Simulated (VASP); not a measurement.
# ZnSe (F-43m) in VASP: further runs

The runs below take ZnSe through single point, with LDA.

All numbers are computed with VASP 6.6.1; they aren't measurements. Logs are shortened: lines on timing, memory, paths and dates and some standing lists are left out, and cuts for length are marked.

## (1) The cell of the first run

It takes space group F-43m (No. 216, cubic). Conventional cell: a = 5.591 Å, b = 5.591 Å, c = 5.591 Å, α = 90.00°, β = 90.00°, γ = 90.00°. Zn (site symmetry -43m) has 4 Se at 2.42 Å within 3.2 Å. Within 3.2 Å of Se (site symmetry -43m) lie 4 Zn at 2.42 Å.

## (2) Single point, LDA (volume scaled by 0.96)

INCAR

```
SYSTEM = ZnSe
  PREC = Accurate
  ENCUT = 520
  EDIFF = 1E-6
  ISMEAR = -1
  SIGMA = 0.03
  LREAL = .FALSE.
  LASPH = .TRUE.
  NELM = 60
  ALGO = Normal
  ISIF = 2
  LWAVE = .FALSE.
  LCHARG = .FALSE.
  GGA = CA
  NBANDS = 16
```

KPOINTS

```
regular mesh
0
G
  8 8 8
  0 0 0
```

POSCAR

```
ZnSe
1.0
    0.0000000000      2.7955007105      2.7955007105
    2.7955007105      0.0000000000      2.7955007105
    2.7955007105      2.7955007105      0.0000000000
Zn Se
1 1
Direct
    0.0000000000      0.0000000000      0.0000000000
    0.7500000000      0.7500000000      0.7500000000
```

Potentials or basis: VASP PAW LDA potentials, release 64 (Zn, Se).

Started as:

```
$ cat potpaw_LDA.64/Zn/POTCAR potpaw_LDA.64/Se/POTCAR > POTCAR
$ mpirun -np 1 vasp_std > vasp.out
```

OUTCAR:

```text
SYSTEM = ZnSe
   PREC = Accurate
   ENCUT = 520
   EDIFF = 1E-6
   ISMEAR = -1
   LREAL = .FALSE.
   LASPH = .TRUE.
   NELM = 60
   ISIF = 2
   GGA = CA

 ion  position               nearest neighbor table
   1  0.000  0.000  0.000-   2 2.42   2 2.42   2 2.42   2 2.42
   2  0.750  0.750  0.750-   1 2.42   1 2.42   1 2.42   1 2.42

  LATTYP: Found a face centered cubic cell.
 ALAT       =     5.5910014210

  Lattice vectors:

 A1 = (   0.0000000000,   2.7955007105,   2.7955007105)
 A2 = (   2.7955007105,   0.0000000000,   2.7955007105)
 A3 = (   2.7955007105,   2.7955007105,   0.0000000000)

Analysis of symmetry for initial positions (statically):
=====================================================================
 Subroutine PRICEL returns:
 Original cell was already a primitive cell.

 Routine SETGRP: Setting up the symmetry group for a
 face centered cubic supercell.

 Subroutine GETGRP returns: Found 24 space group operations
 (whereof 24 operations were pure point group operations)
 out of a pool of 48 trial point group operations.

The static configuration has the point symmetry T_d .

Analysis of symmetry for dynamics (positions and initial velocities):
=====================================================================
 Subroutine PRICEL returns:
 Original cell was already a primitive cell.

 Routine SETGRP: Setting up the symmetry group for a
 face centered cubic supercell.

 Subroutine GETGRP returns: Found 24 space group operations
 (whereof 24 operations were pure point group operations)
 out of a pool of 48 trial point group operations.

The dynamic configuration has the point symmetry T_d .

 Subroutine INISYM returns: Found 24 space group operations
 (whereof 24 operations are pure point group operations),
 and found     1 'primitive' translations

----------------------------------------------------------------------------------------

                                     Primitive cell

  volume of cell :      43.6927

  direct lattice vectors                    reciprocal lattice vectors
     0.000000000  2.795500710  2.795500710    -0.178858835  0.178858835  0.178858835
     2.795500710  0.000000000  2.795500710     0.178858835 -0.178858835  0.178858835
     2.795500710  2.795500710  0.000000000     0.178858835  0.178858835 -0.178858835
[... 74 lines left out ...]
 SYSTEM =  ZnSe
   PREC   = accura    normal or accurate (medium, high low for compatibility)
   ISTART =      0    job   : 0-new  1-cont  2-samecut
   ICHARG =      2    charge: 1-file 2-atom 10-const
   ISPIN  =      1    spin polarized calculation?
   LNONCOLLINEAR =      F non collinear calculations
   LSORBIT =      F    spin-orbit coupling
   LASPH  =      T    aspherical Exc in radial PAW
   ENCUT  =  520.0 eV  38.22 Ry    6.18 a.u.   7.35  7.35  7.35*2*pi/ulx,y,z
   NELM   =     60;   NELMIN=  2; NELMDL= -5     # of ELM steps
   EDIFF  = 0.1E-05   stopping-criterion for ELM
   LREAL  =      F    real-space projection
   EDIFFG = 0.1E-04   stopping-criterion for IOM
   NSW    =      0    number of steps for IOM
   IBRION =     -1    ionic relax: 0-MD 1-quasi-New 2-CG
   NFREE  =      0    steps in history (QN), initial steepest desc. (CG)
   ISIF   =      2    stress and relaxation
   ISYM   =      2    0-nonsym 1-usesym 2-fastsym
   POTIM  = 0.5000    time-step for ionic-motion
   TEBEG  =    0.0;   TEEND  =   0.0 temperature during run
   PSTRESS=    0.0 pullay stress
   NELECT =      18.0000    total number of electrons
   NUPDOWN=      -1.0000    fix difference up-down
   EMIN   =  10.00;   EMAX   =-10.00  energy-range for DOS
   EFERMI =   0.00;   METHOD = LEGACY
   ISMEAR =    -1;   SIGMA  =   0.03  broadening in eV -4-tet -1-fermi 0-gaus
   EFERMI_NEDOS =   21; number of points for ismear=-14 and -15
   IALGO  =     38    algorithm
   IMIX   =      4    mixing-type and parameters
     AMIX     =   0.40;   BMIX     =  1.00
     AMIX_MAG =   1.60;   BMIX_MAG =  1.00
  volume/ion in A,a.u.               =      21.85       147.43
  Fermi-wavevector in a.u.,A,eV,Ry     =   1.218137  2.301945 20.189103  1.483857
  Thomas-Fermi vector in A             =   2.353433
   LORBIT       =      0    0 simple, 1 ext, 2 COOP (PROOUT), +10 PAW based schemes
   GGA     = CA    functional components
   LHFCALC =     F    Hartree Fock is set to
   AEXX    =    0.0000 exact exchange contribution
   IVDW    =     0    specifies the selected vdW correction
   LEPSILON=     F    determine dielectric tensor
   LRPA    =     F    only Hartree local field effects (RPA)
 non-spin polarized calculation
  energy-cutoff  :      520.00
  volume of cell :       43.69
 maximum number of plane-waves:      1243
 NGX is ok and might be reduce to    30
   NGX = 15   NGY = 15   NGZ = 15

 number of electron      17.9999988 magnetization

 Free energy of the ion-electron system (eV)
  ---------------------------------------------------
  ext. energy  EPLUGINS =         0.00000000
  ---------------------------------------------------
  free energy    TOTEN  =        -7.37146231 eV

  energy without entropy =       -7.37146231  energy(sigma->0) =       -7.37146231

 E-fermi :   2.5053     XC(G=0):  -9.8811

 val. band max:        1.8746732735   @ k =   0.0000   0.0000   0.0000
 cond. band min:       3.1112888874   @ k =   0.0000   0.0000   0.0000
 fundamental gap:      1.2366156140
 Fermi energy:         2.5052547515

 k-point     1 :       0.0000    0.0000    0.0000
  band No.  band energies     occupation
      1     -11.6849      2.00000
      2      -4.9590      2.00000
      3      -4.9590      2.00000
      4      -4.9590      2.00000
      5      -4.5624      2.00000
      6      -4.5624      2.00000
[... 433 lines left out ...]
      3      -4.8087      2.00000
      4      -4.6009      2.00000
      5      -4.5552      2.00000
      6      -4.3296      2.00000
[... 8 lines left out ...]
     15      14.6279      0.00000
     16      15.4912      0.00000

 [... further k-points ...]
[... 5 lines left out ...]
  --------------------------------------------------------------------------------------
  -------------------------------------------------------------------------------------
  Total       -0.1439101     -0.1439101     -0.1439101      0.0000000     -0.0000000      0.0000000
  in kB       -5.2770723     -5.2770723     -5.2770723      0.0000000     -0.0000000      0.0000000
  external PRESSURE =      -5.2770723 kB  Pullay stress =       0.0000000 kB

 VOLUME and BASIS-vectors are now :
 -----------------------------------------------------------------------------
  energy-cutoff  :      520.00
  volume of cell :       43.69
      direct lattice vectors                 reciprocal lattice vectors
     0.000000000  2.795500710  2.795500710    -0.178858835  0.178858835  0.178858835
     2.795500710  0.000000000  2.795500710     0.178858835 -0.178858835  0.178858835
     2.795500710  2.795500710  0.000000000     0.178858835  0.178858835 -0.178858835

 POSITION                                       TOTAL-FORCE (eV/Angst)
 -----------------------------------------------------------------------------------
      0.00000      0.00000      0.00000         0.000000      0.000000      0.000000
      4.19325      4.19325      4.19325        -0.000000     -0.000000     -0.000000
 -----------------------------------------------------------------------------------
    total drift:                                0.000000      0.000000     -0.000000

  FREE ENERGIE OF THE ION-ELECTRON SYSTEM (eV)
  ---------------------------------------------------
  free  energy   TOTEN  =        -7.3714623109 eV

  energy  without entropy=       -7.3714623109  energy(sigma->0) =       -7.37146231
```

OSZICAR:

```text
N       E                     dE             d eps       ncg     rms          rms(c)
DAV:   1     0.875405515668E+02    0.87541E+02   -0.87034E+03   928   0.132E+03
DAV:   2    -0.185638358967E+01   -0.89397E+02   -0.83277E+02  1000   0.256E+02
DAV:   3    -0.763241524630E+01   -0.57760E+01   -0.57487E+01  1152   0.630E+01
DAV:   4    -0.768172175936E+01   -0.49307E-01   -0.49300E-01  1120   0.609E+00
DAV:   5    -0.768195822583E+01   -0.23647E-03   -0.23646E-03  1216   0.393E-01    0.516E+00
DAV:   6    -0.740282166042E+01    0.27914E+00   -0.55585E-01  1368   0.253E+01    0.390E+00
DAV:   7    -0.737649630376E+01    0.26325E-01   -0.15095E-01  1136   0.378E+00    0.162E+00
DAV:   8    -0.737199927653E+01    0.44970E-02   -0.33854E-03  1408   0.798E-01    0.416E-01
DAV:   9    -0.737145232484E+01    0.54695E-03   -0.92261E-04  1080   0.249E-01    0.573E-02
DAV:  10    -0.737147072181E+01   -0.18397E-04   -0.12233E-04  1280   0.118E-01    0.183E-02
DAV:  11    -0.737146228068E+01    0.84411E-05   -0.17105E-05  1384   0.645E-02    0.473E-03
DAV:  12    -0.737146231090E+01   -0.30223E-07   -0.26424E-06  1080   0.117E-02
   1 F= -.73714623E+01 E0= -.73714623E+01  d E =-.101169E-10
```

It took 34 s on 1 thread of AMD EPYC 7R13, shared host; peak memory 0.13 GiB.

Results:

```
Free energy            : -7.3715 eV
Pressure               : -0.5 GPa
Band gap on the k mesh : 1.24 eV, direct
```

Levels at points of the mesh, in eV from the valence-band top:
| k point | band 7 | band 8 | band 9 | band 10 | band 11 | band 12 |
| --- | --- | --- | --- | --- | --- | --- |
| (0.00, 0.00, 0.00) | 0.00 | 0.00 | 0.00 | 1.24 | 5.69 | 5.69 |
| (0.50, 0.00, 0.00) | -5.56 | -0.94 | -0.94 | 2.44 | 6.28 | 6.28 |
| (0.50, 0.50, 0.00) | -5.01 | -2.35 | -2.35 | 2.72 | 3.32 | 10.83 |

## (3) Single point, LDA (volume scaled by 0.99)

INCAR

```
PREC = Accurate
ENCUT = 520
EDIFF = 1E-7
ISMEAR = -1
SIGMA = 0.03
LREAL = F
LASPH = T
NELM = 80
ALGO = Normal
ISIF = 2
LWAVE = F
LCHARG = F
NBANDS = 16
```

KPOINTS

```
Automatic mesh
0
Gamma
  8 8 8
```

POSCAR

```
ZnSe
1.0
    0.0000000000      2.8243223372      2.8243223372
    2.8243223372      0.0000000000      2.8243223372
    2.8243223372      2.8243223372      0.0000000000
Zn Se
1 1
Direct
    0.0000000000      0.0000000000      0.0000000000
    0.7500000000      0.7500000000      0.7500000000
```

Potentials or basis: VASP PAW LDA potentials, release 64 (Zn, Se).

Started as:

```
$ cat potpaw_LDA.64/Zn/POTCAR potpaw_LDA.64/Se/POTCAR > POTCAR
$ mpirun -np 1 vasp_std > vasp.out
```

OUTCAR:

```text
PREC = Accurate
   ENCUT = 520
   EDIFF = 1E-7
   ISMEAR = -1
   LREAL = F
   LASPH = T
   NELM = 80
   ISIF = 2

 ion  position               nearest neighbor table
   1  0.000  0.000  0.000-   2 2.45   2 2.45   2 2.45   2 2.45
   2  0.750  0.750  0.750-   1 2.45   1 2.45   1 2.45   1 2.45

  LATTYP: Found a face centered cubic cell.
 ALAT       =     5.6486446744

  Lattice vectors:

 A1 = (   0.0000000000,   2.8243223372,   2.8243223372)
 A2 = (   2.8243223372,   0.0000000000,   2.8243223372)
 A3 = (   2.8243223372,   2.8243223372,   0.0000000000)

Analysis of symmetry for initial positions (statically):
=====================================================================
 Subroutine PRICEL returns:
 Original cell was already a primitive cell.

 Routine SETGRP: Setting up the symmetry group for a
 face centered cubic supercell.

 Subroutine GETGRP returns: Found 24 space group operations
 (whereof 24 operations were pure point group operations)
 out of a pool of 48 trial point group operations.

[... 155 lines left out ...]
  ---------------------------------------------------
  ext. energy  EPLUGINS =         0.00000000
  ---------------------------------------------------
  free energy    TOTEN  =        -7.35836692 eV

  energy without entropy =       -7.35836692  energy(sigma->0) =       -7.35836692

 E-fermi :   2.1680     XC(G=0):  -9.7435

 val. band max:        1.5961724611   @ k =   0.0000   0.0000   0.0000
 cond. band min:       2.7055888704   @ k =   0.0000   0.0000   0.0000
 fundamental gap:      1.1094164093
 Fermi energy:         2.1680082724

 k-point     1 :       0.0000    0.0000    0.0000
  band No.  band energies     occupation
      1     -11.7583      2.00000
      2      -5.1174      2.00000
      3      -5.1174      2.00000
      4      -5.1174      2.00000
      5      -4.7492      2.00000
      6      -4.7492      2.00000
[... 433 lines left out ...]
      3      -4.9768      2.00000
      4      -4.7825      2.00000
      5      -4.7422      2.00000
      6      -4.5318      2.00000
[... 8 lines left out ...]
     15      14.2366      0.00000
     16      15.0613      0.00000

 [... further k-points ...]
[... 5 lines left out ...]
  --------------------------------------------------------------------------------------
  -------------------------------------------------------------------------------------
  Total       -0.7046200     -0.7046200     -0.7046200     -0.0000000      0.0000000     -0.0000000
  in kB      -25.0549070    -25.0549070    -25.0549070     -0.0000000      0.0000000     -0.0000000
  external PRESSURE =     -25.0549070 kB  Pullay stress =       0.0000000 kB

 VOLUME and BASIS-vectors are now :
 -----------------------------------------------------------------------------
  energy-cutoff  :      520.00
  volume of cell :       45.06
      direct lattice vectors                 reciprocal lattice vectors
     0.000000000  2.824322337  2.824322337    -0.177033617  0.177033617  0.177033617
     2.824322337  0.000000000  2.824322337     0.177033617 -0.177033617  0.177033617
     2.824322337  2.824322337  0.000000000     0.177033617  0.177033617 -0.177033617

 POSITION                                       TOTAL-FORCE (eV/Angst)
 -----------------------------------------------------------------------------------
      0.00000      0.00000      0.00000        -0.000000     -0.000000     -0.000000
      4.23648      4.23648      4.23648         0.000000      0.000000      0.000000
 -----------------------------------------------------------------------------------
    total drift:                                0.000001      0.000001      0.000001

  FREE ENERGIE OF THE ION-ELECTRON SYSTEM (eV)
  ---------------------------------------------------
  free  energy   TOTEN  =        -7.3583669174 eV

  energy  without entropy=       -7.3583669173  energy(sigma->0) =       -7.35836692
```

stdout:

```text
POSCAR found type information on POSCAR ZnSe
 POSCAR found :  2 types and       2 ions
 scaLAPACK will be used
 LDA part: xc-table for (Slater(with rela. corr.)+CA(PZ))
 , standard interpolation
 POSCAR, INCAR and KPOINTS ok, starting setup
 FFT: planning ... GRIDC
 FFT: planning ... GRID_SOFT
 FFT: planning ... GRID
 WAVECAR not read
 entering main loop
```

Run time: 38 s. Hardware: 1 thread of AMD EPYC 7R13, shared host; peak memory 0.13 GiB.

What came out:

```yaml
Free_energy: -7.3584 eV
Pressure: -2.5 GPa
Band_gap_on_the_k_mesh: 1.11 eV, direct
```

## (4) Single point, LDA (volume scaled by 1.02)

INCAR

```
PREC = Accurate
ENCUT = 520
EDIFF = 1E-6
ISMEAR = -1
SIGMA = 0.03
LREAL = False
LASPH = True
NELM = 80
ALGO = Normal
ISIF = 2
LWAVE = False
LCHARG = False
NBANDS = 16
```

KPOINTS is that of step 3.

POSCAR

```
ZnSe
1.0
    0.0000000000      2.8525674344      2.8525674344
    2.8525674344      0.0000000000      2.8525674344
    2.8525674344      2.8525674344      0.0000000000
Zn Se
1 1
Direct
    0.0000000000      0.0000000000      0.0000000000
    0.7500000000      0.7500000000      0.7500000000
```

Potentials or basis: VASP PAW LDA potentials, release 64 (Zn, Se).

Started as:

```
$ cat potpaw_LDA.64/Zn/POTCAR potpaw_LDA.64/Se/POTCAR > POTCAR
$ mpirun -np 1 vasp_std > vasp.out
```

OUTCAR:

```text
PREC = Accurate
   ENCUT = 520
   EDIFF = 1E-6
   ISMEAR = -1
   LREAL = False
   LASPH = True
   NELM = 80
   ISIF = 2

 ion  position               nearest neighbor table
   1  0.000  0.000  0.000-   2 2.47   2 2.47   2 2.47   2 2.47
   2  0.750  0.750  0.750-   1 2.47   1 2.47   1 2.47   1 2.47

  LATTYP: Found a face centered cubic cell.
 ALAT       =     5.7051348688

  Lattice vectors:

 A1 = (   0.0000000000,   2.8525674344,   2.8525674344)
 A2 = (   2.8525674344,   0.0000000000,   2.8525674344)
 A3 = (   2.8525674344,   2.8525674344,   0.0000000000)
[... 623 lines left out ...]
      3      -5.1392      2.00000
      4      -4.9578      2.00000
      5      -4.9219      2.00000
      6      -4.7257      2.00000
[... 8 lines left out ...]
     15      13.8636      0.00000
     16      14.6562      0.00000

 [... further k-points ...]
[... 5 lines left out ...]
  --------------------------------------------------------------------------------------
  -------------------------------------------------------------------------------------
  Total       -1.2083161     -1.2083161     -1.2083161      0.0000000      0.0000000      0.0000000
  in kB      -41.7016657    -41.7016657    -41.7016657      0.0000000      0.0000000      0.0000000
  external PRESSURE =     -41.7016657 kB  Pullay stress =       0.0000000 kB

 VOLUME and BASIS-vectors are now :
 -----------------------------------------------------------------------------
  energy-cutoff  :      520.00
  volume of cell :       46.42
      direct lattice vectors                 reciprocal lattice vectors
     0.000000000  2.852567434  2.852567434    -0.175280694  0.175280694  0.175280694
     2.852567434  0.000000000  2.852567434     0.175280694 -0.175280694  0.175280694
     2.852567434  2.852567434  0.000000000     0.175280694  0.175280694 -0.175280694

 POSITION                                       TOTAL-FORCE (eV/Angst)
 -----------------------------------------------------------------------------------
      0.00000      0.00000      0.00000         0.000000      0.000000      0.000000
      4.27885      4.27885      4.27885        -0.000000     -0.000000     -0.000000
 -----------------------------------------------------------------------------------
    total drift:                                0.000001      0.000001      0.000001

  FREE ENERGIE OF THE ION-ELECTRON SYSTEM (eV)
  ---------------------------------------------------
  free  energy   TOTEN  =        -7.3297735892 eV

  energy  without entropy=       -7.3297735887  energy(sigma->0) =       -7.32977359
```

OSZICAR:

```text
N       E                     dE             d eps       ncg     rms          rms(c)
DAV:   1     0.864139850564E+02    0.86414E+02   -0.87396E+03   928   0.127E+03
DAV:   2    -0.194003965085E+01   -0.88354E+02   -0.82118E+02  1032   0.248E+02
DAV:   3    -0.758797513663E+01   -0.56479E+01   -0.56275E+01  1152   0.619E+01
DAV:   4    -0.763554866340E+01   -0.47574E-01   -0.47569E-01  1080   0.611E+00
DAV:   5    -0.763580190999E+01   -0.25325E-03   -0.25324E-03  1208   0.400E-01    0.460E+00
DAV:   6    -0.735904274147E+01    0.27676E+00   -0.55029E-01  1368   0.241E+01    0.353E+00
DAV:   7    -0.733462414515E+01    0.24419E-01   -0.13746E-01  1128   0.355E+00    0.148E+00
DAV:   8    -0.733028455130E+01    0.43396E-02   -0.30657E-03  1400   0.680E-01    0.388E-01
DAV:   9    -0.732976127632E+01    0.52327E-03   -0.86872E-04  1064   0.236E-01    0.587E-02
DAV:  10    -0.732977740621E+01   -0.16130E-04   -0.85801E-05  1160   0.950E-02    0.146E-02
DAV:  11    -0.732977349205E+01    0.39142E-05   -0.97857E-06  1360   0.531E-02    0.355E-03
DAV:  12    -0.732977358918E+01   -0.97125E-07   -0.17193E-06   840   0.882E-03
   1 F= -.73297736E+01 E0= -.73297736E+01  d E =-.506052E-09
```

stdout:

```text
POSCAR found type information on POSCAR ZnSe
 POSCAR found :  2 types and       2 ions
 scaLAPACK will be used
 LDA part: xc-table for (Slater(with rela. corr.)+CA(PZ))
 , standard interpolation
 POSCAR, INCAR and KPOINTS ok, starting setup
 FFT: planning ... GRIDC
 FFT: planning ... GRID_SOFT
 FFT: planning ... GRID
 WAVECAR not read
 entering main loop
```

Wall time 39 s (1 thread of AMD EPYC 7R13, shared host); peak memory 0.13 GiB.

What came out:

- Free energy: -7.3298 eV
- Pressure: -4.2 GPa
- Band gap on the k mesh: 0.99 eV, direct

## (5) The runs side by side

| cell | gap on the mesh (eV) | pressure (GPa) |
| --- | --- | --- |
| a = 3.953 Å, angles 60.0°, 2 atoms | 1.24 | -0.5 |
| a = 3.994 Å, angles 60.0°, 2 atoms | 1.11 | -2.5 |
| a = 4.034 Å, angles 60.0°, 2 atoms | 0.99 | -4.2 |

Alike in all rows: task single point; level LDA; potentials or basis VASP PAW LDA potentials, release 64 (Zn, Se); no spin polarisation; k mesh 8 × 8 × 8; cutoff (eV) 520; smearing fermi-dirac 0.03 eV.

Absolute energies hang on the potentials; compare differences alone.
